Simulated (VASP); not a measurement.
# Na (Im-3m) in VASP: further runs, part 2 of 2

VASP 6.6.1.

### 3 Single point, LDA

This run uses another cell than the first one, of 33.40 Å³/atom, 1.042 times its volume.

Input file INCAR:

```
ALGO = Normal
EDIFF = 1E-6
ENCUT = 520
GGA = CA
ISIF = 2
ISMEAR = -1
LASPH = T
LCHARG = T
LELF = T
LREAL = F
LVHAR = T
LWAVE = F
NBANDS = 10
NELM = 100
PREC = Accurate
SIGMA = 0.1
```

Input file KPOINTS:

```
k-points
0
Gamma
  18 18 18
```

Input file POSCAR:

```
Na
1.0
   -2.0287155330      2.0287155330      2.0287155330
    2.0287155330     -2.0287155330      2.0287155330
    2.0287155330      2.0287155330     -2.0287155330
Na
1
Direct
    0.0000000000      0.0000000000      0.0000000000
```

Potentials or basis: VASP PAW LDA potentials, release 64 (Na_pv).

Run with:

```sh
> cat potpaw_LDA.64/Na_pv/POTCAR > POTCAR
> mpirun -np 1 vasp_std > vasp.out
```

OUTCAR:

```text
EDIFF = 1E-6
   ENCUT = 520
   GGA = CA
   ISIF = 2
   ISMEAR = -1
   LASPH = T
   LREAL = F
   NELM = 100
   PREC = Accurate

 ion  position               nearest neighbor table
   1  0.000  0.000  0.000-

  LATTYP: Found a body centered cubic cell.
 ALAT       =     4.0574310660

  Lattice vectors:

 A1 = (  -2.0287155330,   2.0287155330,   2.0287155330)
 A2 = (   2.0287155330,  -2.0287155330,   2.0287155330)
 A3 = (   2.0287155330,   2.0287155330,  -2.0287155330)

Analysis of symmetry for initial positions (statically):
=====================================================================
 Subroutine PRICEL returns:
 Original cell was already a primitive cell.

 Routine SETGRP: Setting up the symmetry group for a
 body centered cubic supercell.

 Subroutine GETGRP returns: Found 48 space group operations
 (whereof 48 operations were pure point group operations)
 out of a pool of 48 trial point group operations.

The static configuration has the point symmetry O_h .

Analysis of symmetry for dynamics (positions and initial velocities):
=====================================================================
 Subroutine PRICEL returns:
 Original cell was already a primitive cell.

 Routine SETGRP: Setting up the symmetry group for a
 body centered cubic supercell.

 Subroutine GETGRP returns: Found 48 space group operations
 (whereof 48 operations were pure point group operations)
 out of a pool of 48 trial point group operations.

The dynamic configuration has the point symmetry O_h .

 Subroutine INISYM returns: Found 48 space group operations
 (whereof 48 operations are pure point group operations),
 and found     1 'primitive' translations

----------------------------------------------------------------------------------------

                                     Primitive cell

  volume of cell :      33.3982

  direct lattice vectors                    reciprocal lattice vectors
    -2.028715533  2.028715533  2.028715533     0.000000000  0.246461365  0.246461365
     2.028715533 -2.028715533  2.028715533     0.246461365  0.000000000  0.246461365
     2.028715533  2.028715533 -2.028715533     0.246461365  0.246461365  0.000000000

  length of vectors
     3.513838377  3.513838377  3.513838377     0.348549005  0.348549005  0.348549005

  position of ions in fractional coordinates (direct lattice)
     0.000000000  0.000000000  0.000000000

  ion indices of the primitive-cell ions
   primitive index   ion index
                 1           1

----------------------------------------------------------------------------------------

 KPOINTS: k-points

Automatic generation of k-mesh.
 Grid dimensions read from file:
 generate k-points for:   18   18   18

 Generating k-lattice:

  Cartesian coordinates                     Fractional coordinates (reciprocal lattice)
     0.000000000  0.013692298  0.013692298     0.055555556  0.000000000  0.000000000
     0.013692298  0.000000000  0.013692298     0.000000000  0.055555556  0.000000000
     0.013692298  0.013692298  0.000000000     0.000000000  0.000000000  0.055555556

  Length of vectors
     0.019363834  0.019363834  0.019363834

  Shift w.r.t. Gamma in fractional coordinates (k-lattice)
     0.000000000  0.000000000  0.000000000

 Subroutine IBZKPT returns following result:
 ===========================================

 Found    195 irreducible k-points:

 Following reciprocal coordinates:
            Coordinates               Weight
  0.000000  0.000000  0.000000      1.000000
  0.055556  0.000000  0.000000     12.000000
  0.111111  0.000000  0.000000     12.000000
  0.166667  0.000000  0.000000     12.000000
  0.222222  0.000000  0.000000     12.000000
  0.277778  0.000000  0.000000     12.000000
[... 16 lines left out ...]
  0.333333  0.111111  0.000000     48.000000
  0.388889  0.111111  0.000000     48.000000
 [... further k-points ...]
   k-points           NKPTS =    195   k-points in BZ     NKDIM =    195   number of bands    NBANDS=     10
   number of dos      NEDOS =    301   number of ions     NIONS =      1
   total plane-waves  NPLWV =  21952
   dimension x,y,z NGX =    28 NGY =   28 NGZ =   28
   dimension x,y,z NGXF=    56 NGYF=   56 NGZF=   56
   ions per type =               1
   NGX,Y,Z   is equivalent  to a cutoff of  13.25, 13.25, 13.25 a.u.
   NGXF,Y,Z  is equivalent  to a cutoff of  26.49, 26.49, 26.49 a.u.
 SYSTEM =  unknown system
   PREC   = accura    normal or accurate (medium, high low for compatibility)
   ISTART =      0    job   : 0-new  1-cont  2-samecut
   ICHARG =      2    charge: 1-file 2-atom 10-const
   ISPIN  =      1    spin polarized calculation?
   LNONCOLLINEAR =      F non collinear calculations
   LSORBIT =      F    spin-orbit coupling
   LASPH  =      T    aspherical Exc in radial PAW
   ENCUT  =  520.0 eV  38.22 Ry    6.18 a.u.   6.53  6.53  6.53*2*pi/ulx,y,z
   NELM   =    100;   NELMIN=  2; NELMDL= -5     # of ELM steps
   EDIFF  = 0.1E-05   stopping-criterion for ELM
   LREAL  =      F    real-space projection
   EDIFFG = 0.1E-04   stopping-criterion for IOM
   NSW    =      0    number of steps for IOM
   IBRION =     -1    ionic relax: 0-MD 1-quasi-New 2-CG
   NFREE  =      0    steps in history (QN), initial steepest desc. (CG)
   ISIF   =      2    stress and relaxation
   ISYM   =      2    0-nonsym 1-usesym 2-fastsym
   POTIM  = 0.5000    time-step for ionic-motion
   TEBEG  =    0.0;   TEEND  =   0.0 temperature during run
   PSTRESS=    0.0 pullay stress
   NELECT =       7.0000    total number of electrons
   NUPDOWN=      -1.0000    fix difference up-down
   EMIN   =  10.00;   EMAX   =-10.00  energy-range for DOS
   EFERMI =   0.00;   METHOD = LEGACY
   ISMEAR =    -1;   SIGMA  =   0.10  broadening in eV -4-tet -1-fermi 0-gaus
   EFERMI_NEDOS =   21; number of points for ismear=-14 and -15
   IALGO  =     38    algorithm
   IMIX   =      4    mixing-type and parameters
     AMIX     =   0.40;   BMIX     =  1.00
     AMIX_MAG =   1.60;   BMIX_MAG =  1.00
  volume/ion in A,a.u.               =      33.40       225.38
  Fermi-wavevector in a.u.,A,eV,Ry     =   0.972448  1.837660 12.866417  0.945655
  Thomas-Fermi vector in A             =   2.102747
   LORBIT       =      0    0 simple, 1 ext, 2 COOP (PROOUT), +10 PAW based schemes
   GGA     = CA    functional components
   LHFCALC =     F    Hartree Fock is set to
   AEXX    =    0.0000 exact exchange contribution
   IVDW    =     0    specifies the selected vdW correction
   LEPSILON=     F    determine dielectric tensor
   LRPA    =     F    only Hartree local field effects (RPA)
 non-spin polarized calculation
  energy-cutoff  :      520.00
  volume of cell :       33.40
 maximum number of plane-waves:       935
 NGX is ok and might be reduce to    28
   NGX = 13   NGY = 13   NGZ = 13

 number of electron       7.0000010 magnetization

 Free energy of the ion-electron system (eV)
  ---------------------------------------------------
  ext. energy  EPLUGINS =         0.00000000
  ---------------------------------------------------
  free energy    TOTEN  =        -1.46182224 eV

  energy without entropy =       -1.44743838  energy(sigma->0) =       -1.45463031

 E-fermi :   0.4688     XC(G=0):  -7.0276

 val. band max:        0.4035196308   @ k =  -0.3333   0.3333   0.2778
 cond. band min:       0.5082959975   @ k =   0.3333   0.1667   0.0000
 fundamental gap:      0.1047763668
 Fermi energy:         0.4688315828

 k-point     1 :       0.0000    0.0000    0.0000
  band No.  band energies     occupation
      1     -24.3995      2.00000
      2     -24.3995      2.00000
      3     -24.3995      2.00000
      4      -3.0431      2.00000
      5      12.7852      0.00000
      6      12.7852      0.00000
      7      12.7852      0.00000
      8      13.9581      0.00000
      9      13.9581      0.00000
     10      14.6648      0.00000
[... 287 lines left out ...]
 k-point    24 :       0.3889    0.1111    0.0000
  band No.  band energies     occupation
      1     -24.4487      2.00000
      2     -24.4181      2.00000
      3     -24.4018      2.00000
      4       0.7201      0.14990
      5       2.7268      0.00000
      6       7.4282      0.00000
      7       9.6488      0.00000
      8      11.3647      0.00000
      9      13.4402      0.00000
     10      16.0798      0.00000

 [... further k-points ...]

------------------------ aborting loop because EDIFF is reached ----------------------------------------

  FORCE on cell =-STRESS in cart. coord.  units (eV):
  Direction    XX          YY          ZZ          XY          YZ          ZX
  --------------------------------------------------------------------------------------
  -------------------------------------------------------------------------------------
  Total       -0.0100180     -0.0100180     -0.0100180      0.0000000      0.0000000     -0.0000000
  in kB       -0.4805831     -0.4805831     -0.4805831      0.0000000      0.0000000     -0.0000000
  external PRESSURE =      -0.4805831 kB  Pullay stress =       0.0000000 kB

 VOLUME and BASIS-vectors are now :
 -----------------------------------------------------------------------------
  energy-cutoff  :      520.00
  volume of cell :       33.40
      direct lattice vectors                 reciprocal lattice vectors
    -2.028715533  2.028715533  2.028715533     0.000000000  0.246461365  0.246461365
     2.028715533 -2.028715533  2.028715533     0.246461365  0.000000000  0.246461365
     2.028715533  2.028715533 -2.028715533     0.246461365  0.246461365  0.000000000

 POSITION                                       TOTAL-FORCE (eV/Angst)
 -----------------------------------------------------------------------------------
      0.00000      0.00000      0.00000        -0.000000     -0.000000     -0.000000
 -----------------------------------------------------------------------------------
    total drift:                                0.000000     -0.000000     -0.000000

  FREE ENERGIE OF THE ION-ELECTRON SYSTEM (eV)
  ---------------------------------------------------
  free  energy   TOTEN  =        -1.4618222421 eV

  energy  without entropy=       -1.4474383792  energy(sigma->0) =       -1.45463031
```

OSZICAR:

```text
N       E                     dE             d eps       ncg     rms          rms(c)
DAV:   1     0.277090517408E+02    0.27709E+02   -0.38289E+03  3906   0.597E+02
DAV:   2    -0.898412857061E+00   -0.28607E+02   -0.28460E+02  4004   0.148E+02
DAV:   3    -0.145978800957E+01   -0.56138E+00   -0.56099E+00  4758   0.227E+01
DAV:   4    -0.146394295361E+01   -0.41549E-02   -0.41546E-02  4604   0.192E+00
DAV:   5    -0.146399670012E+01   -0.53747E-04   -0.53746E-04  4522   0.214E-01    0.208E-01
DAV:   6    -0.146261842596E+01    0.13783E-02   -0.81758E-04  4630   0.376E-01    0.135E-01
DAV:   7    -0.146183712261E+01    0.78130E-03   -0.11730E-03  4442   0.377E-01    0.219E-02
DAV:   8    -0.146182196471E+01    0.15158E-04   -0.91418E-05  4514   0.156E-01    0.256E-03
DAV:   9    -0.146182224209E+01   -0.27738E-06   -0.39414E-07  2994   0.706E-03
   1 F= -.14618222E+01 E0= -.14546303E+01  d E =-.143839E-01
```

stdout:

```text
POSCAR found type information on POSCAR Na
 POSCAR found :  1 types and       1 ions
 scaLAPACK will be used
 LDA part: xc-table for (Slater(with rela. corr.)+CA(PZ))
 , standard interpolation
 POSCAR, INCAR and KPOINTS ok, starting setup
 FFT: planning ... GRIDC
 FFT: planning ... GRID_SOFT
 FFT: planning ... GRID
 WAVECAR not read
 entering main loop
```

Run time: 35 s. Hardware: 1 thread of Intel Xeon Platinum 8259CL at 2.50GHz (Skylake/Cascade Lake), shared host; peak memory 0.17 GiB.

What came out:

```
Free energy : -1.4618 eV
Pressure    : 0.0 GPa
```

Levels at points of the mesh, in eV from the Fermi level:
| k point | band 1 | band 2 | band 3 | band 4 | band 5 | band 6 | band 7 | band 8 |
| --- | --- | --- | --- | --- | --- | --- | --- | --- |
| (0.00, 0.00, 0.00) | -24.87 | -24.87 | -24.87 | -3.51 | 12.32 | 12.32 | 12.32 | 13.49 |
| (0.50, 0.00, 0.00) | -24.92 | -24.89 | -24.87 | 0.80 | 1.29 | 8.63 | 9.75 | 9.88 |
| (0.50, 0.50, 0.50) | -24.91 | -24.91 | -24.91 | 4.75 | 4.75 | 5.21 | 5.21 | 5.21 |

### 4 Single point, LDA

This run uses another cell than the first one, of 33.40 Å³/atom, 1.042 times its volume.

Input file INCAR:

```
SYSTEM = Na
  PREC = Accurate
  ENCUT = 520
  EDIFF = 1E-7
  ISMEAR = -1
  SIGMA = 0.1
  LREAL = .False.
  LASPH = .True.
  NELM = 100
  ALGO = Normal
  ISIF = 2
  LWAVE = .False.
  LCHARG = .False.
  GGA = CA
  NBANDS = 10
```

Input file KPOINTS:

```
Automatic mesh
0
Gamma
  18 18 18
  0 0 0
```

POSCAR is that of step 3.

Potentials or basis: VASP PAW LDA potentials, release 64 (Na_pv).

Run with:

```sh
> cat potpaw_LDA.64/Na_pv/POTCAR > POTCAR
> mpirun -np 1 vasp_std > vasp.out
```

OUTCAR:

```text
SYSTEM = Na
   PREC = Accurate
   ENCUT = 520
   EDIFF = 1E-7
   ISMEAR = -1
   LREAL = .False.
   LASPH = .True.
   NELM = 100
   ISIF = 2
   GGA = CA

 ion  position               nearest neighbor table
   1  0.000  0.000  0.000-

  LATTYP: Found a body centered cubic cell.
 ALAT       =     4.0574310660

  Lattice vectors:

 A1 = (  -2.0287155330,   2.0287155330,   2.0287155330)
 A2 = (   2.0287155330,  -2.0287155330,   2.0287155330)
 A3 = (   2.0287155330,   2.0287155330,  -2.0287155330)

Analysis of symmetry for initial positions (statically):
=====================================================================
 Subroutine PRICEL returns:
 Original cell was already a primitive cell.

 Routine SETGRP: Setting up the symmetry group for a
 body centered cubic supercell.

 Subroutine GETGRP returns: Found 48 space group operations
 (whereof 48 operations were pure point group operations)
 out of a pool of 48 trial point group operations.

The static configuration has the point symmetry O_h .

Analysis of symmetry for dynamics (positions and initial velocities):
=====================================================================
 Subroutine PRICEL returns:
 Original cell was already a primitive cell.

 Routine SETGRP: Setting up the symmetry group for a
 body centered cubic supercell.

 Subroutine GETGRP returns: Found 48 space group operations
 (whereof 48 operations were pure point group operations)
 out of a pool of 48 trial point group operations.

The dynamic configuration has the point symmetry O_h .

 Subroutine INISYM returns: Found 48 space group operations
 (whereof 48 operations are pure point group operations),
 and found     1 'primitive' translations

[... 108 lines left out ...]
   EFERMI_NEDOS =   21; number of points for ismear=-14 and -15
   IALGO  =     38    algorithm
   IMIX   =      4    mixing-type and parameters
     AMIX     =   0.40;   BMIX     =  1.00
     AMIX_MAG =   1.60;   BMIX_MAG =  1.00
  volume/ion in A,a.u.               =      33.40       225.38
  Fermi-wavevector in a.u.,A,eV,Ry     =   0.972448  1.837660 12.866417  0.945655
  Thomas-Fermi vector in A             =   2.102747
   LORBIT       =      0    0 simple, 1 ext, 2 COOP (PROOUT), +10 PAW based schemes
   GGA     = CA    functional components
   LHFCALC =     F    Hartree Fock is set to
   AEXX    =    0.0000 exact exchange contribution
   IVDW    =     0    specifies the selected vdW correction
   LEPSILON=     F    determine dielectric tensor
   LRPA    =     F    only Hartree local field effects (RPA)
 non-spin polarized calculation
  energy-cutoff  :      520.00
  volume of cell :       33.40
 maximum number of plane-waves:       935
 NGX is ok and might be reduce to    28
   NGX = 13   NGY = 13   NGZ = 13

 number of electron       7.0000010 magnetization

 Free energy of the ion-electron system (eV)
  ---------------------------------------------------
  ext. energy  EPLUGINS =         0.00000000
  ---------------------------------------------------
  free energy    TOTEN  =        -1.46182230 eV

  energy without entropy =       -1.44743832  energy(sigma->0) =       -1.45463031

 E-fermi :   0.4689     XC(G=0):  -7.0275

 val. band max:        0.4035585530   @ k =  -0.3333   0.3333   0.2778
 cond. band min:       0.5083335090   @ k =   0.3333   0.1667   0.0000
 fundamental gap:      0.1047749560
 Fermi energy:         0.4688693239

 k-point     1 :       0.0000    0.0000    0.0000
  band No.  band energies     occupation
      1     -24.3994      2.00000
      2     -24.3994      2.00000
      3     -24.3994      2.00000
      4      -3.0430      2.00000
      5      12.7854      0.00000
      6      12.7854      0.00000
      7      12.7854      0.00000
      8      13.9580      0.00000
      9      13.9580      0.00000
     10      14.6647      0.00000
[... 287 lines left out ...]
 k-point    24 :       0.3889    0.1111    0.0000
  band No.  band energies     occupation
      1     -24.4486      2.00000
      2     -24.4180      2.00000
      3     -24.4017      2.00000
      4       0.7202      0.14990
      5       2.7268      0.00000
      6       7.4283      0.00000
      7       9.6490      0.00000
      8      11.3648      0.00000
      9      13.4403      0.00000
     10      16.0799      0.00000

 [... further k-points ...]
[... 5 lines left out ...]
  --------------------------------------------------------------------------------------
  -------------------------------------------------------------------------------------
  Total       -0.0063510     -0.0063510     -0.0063510      0.0000000      0.0000000     -0.0000000
  in kB       -0.3046717     -0.3046717     -0.3046717      0.0000000      0.0000000     -0.0000000
  external PRESSURE =      -0.3046717 kB  Pullay stress =       0.0000000 kB

 VOLUME and BASIS-vectors are now :
 -----------------------------------------------------------------------------
  energy-cutoff  :      520.00
  volume of cell :       33.40
      direct lattice vectors                 reciprocal lattice vectors
    -2.028715533  2.028715533  2.028715533     0.000000000  0.246461365  0.246461365
     2.028715533 -2.028715533  2.028715533     0.246461365  0.000000000  0.246461365
     2.028715533  2.028715533 -2.028715533     0.246461365  0.246461365  0.000000000

 POSITION                                       TOTAL-FORCE (eV/Angst)
 -----------------------------------------------------------------------------------
      0.00000      0.00000      0.00000         0.000000     -0.000000      0.000000
 -----------------------------------------------------------------------------------
    total drift:                               -0.000000     -0.000000     -0.000000

  FREE ENERGIE OF THE ION-ELECTRON SYSTEM (eV)
  ---------------------------------------------------
  free  energy   TOTEN  =        -1.4618223024 eV

  energy  without entropy=       -1.4474383244  energy(sigma->0) =       -1.45463031
```

OSZICAR:

```text
N       E                     dE             d eps       ncg     rms          rms(c)
DAV:   1     0.277090517408E+02    0.27709E+02   -0.38289E+03  3906   0.597E+02
DAV:   2    -0.898412857061E+00   -0.28607E+02   -0.28460E+02  4004   0.148E+02
DAV:   3    -0.145978800957E+01   -0.56138E+00   -0.56099E+00  4758   0.227E+01
DAV:   4    -0.146394295361E+01   -0.41549E-02   -0.41546E-02  4604   0.192E+00
DAV:   5    -0.146399670012E+01   -0.53747E-04   -0.53746E-04  4522   0.214E-01    0.208E-01
DAV:   6    -0.146261842596E+01    0.13783E-02   -0.81758E-04  4630   0.376E-01    0.135E-01
DAV:   7    -0.146183712261E+01    0.78130E-03   -0.11730E-03  4442   0.377E-01    0.219E-02
DAV:   8    -0.146182196471E+01    0.15158E-04   -0.91418E-05  4514   0.156E-01    0.256E-03
DAV:   9    -0.146182224773E+01   -0.28302E-06   -0.45109E-07  4606   0.706E-03    0.108E-03
DAV:  10    -0.146182230238E+01   -0.54651E-07   -0.69172E-08  4358   0.217E-03
   1 F= -.14618223E+01 E0= -.14546303E+01  d E =-.143840E-01
```

stdout:

```text
POSCAR found type information on POSCAR Na
 POSCAR found :  1 types and       1 ions
 scaLAPACK will be used
 LDA part: xc-table for (Slater(with rela. corr.)+CA(PZ))
 , standard interpolation
 POSCAR, INCAR and KPOINTS ok, starting setup
 FFT: planning ... GRIDC
 FFT: planning ... GRID_SOFT
 FFT: planning ... GRID
 WAVECAR not read
 entering main loop
```

Wall time 36 s (1 thread of Intel Xeon Platinum 8259CL at 2.50GHz (Skylake/Cascade Lake), shared host); peak memory 0.17 GiB.

What came out:

| Item | Value |
| --- | --- |
| Free energy | -1.4618 eV |
| Pressure | 0.0 GPa |

Levels at points of the mesh, in eV from the Fermi level:
```tsv
k point	band 1	band 2	band 3	band 4	band 5	band 6	band 7
(0.00, 0.00, 0.00)	-24.87	-24.87	-24.87	-3.51	12.32	12.32	12.32
(0.50, 0.00, 0.00)	-24.92	-24.89	-24.87	0.80	1.29	8.63	9.75
(0.50, 0.50, 0.50)	-24.91	-24.91	-24.91	4.75	4.75	5.21	5.21
```
